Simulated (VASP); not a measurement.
A run of VASP 6.6.1 is set up as follows.

POSCAR

```
SiC
1.0
    0.0000000000      2.1780523454      2.1780523454
    2.1780523454      0.0000000000      2.1780523454
    2.1780523454      2.1780523454      0.0000000000
Si C
1 1
Direct
    0.0000000000      0.0000000000      0.0000000000
    0.2500000000      0.2500000000      0.2500000000
```

Contents of INCAR.step1:

```
PREC = Accurate
ENCUT = 520
EDIFF = 1E-5
ISMEAR = 0
SIGMA = 0.01
LREAL = F
LASPH = T
NELM = 100
ALGO = Normal
ISIF = 2
LWAVE = T
LCHARG = F
GGA = PE
NBANDS = 11
```

The input INCAR.step2:

```
PREC = Accurate
ENCUT = 520
EDIFF = 1E-6
ISMEAR = 0
SIGMA = 0.01
LREAL = F
LASPH = T
NELM = 100
ALGO = Normal
ISIF = 2
LWAVE = F
LCHARG = F
GGA = PE
LHFCALC = T
HFSCREEN = 0.2079
PRECFOCK = Normal
ISTART = 1
NBANDS = 11
```

KPOINTS

```
regular mesh
0
Gamma
  6 6 6
```

Potentials or basis: VASP PAW PBE potentials, release 64 (Si, C).

The run is started by

```sh
$ cat potpaw_PBE.64/Si/POTCAR potpaw_PBE.64/C/POTCAR > POTCAR
$ cp INCAR.step1 INCAR
$ mpirun -np 1 vasp_std > vasp.out
$ cp INCAR.step2 INCAR
$ mpirun -np 1 vasp_std > vasp.out
```

**Question.** Predict the band gap on the k mesh.

**Answer.** 2.23 eV, indirect (least direct gap 5.73 eV).

**Question.** What does it give for the pressure?

**Answer.** -1.5 GPa.

Caveat: the PAW data sets were made with another functional, which shifts forces and pressure a little. A k mesh can miss the band edges.
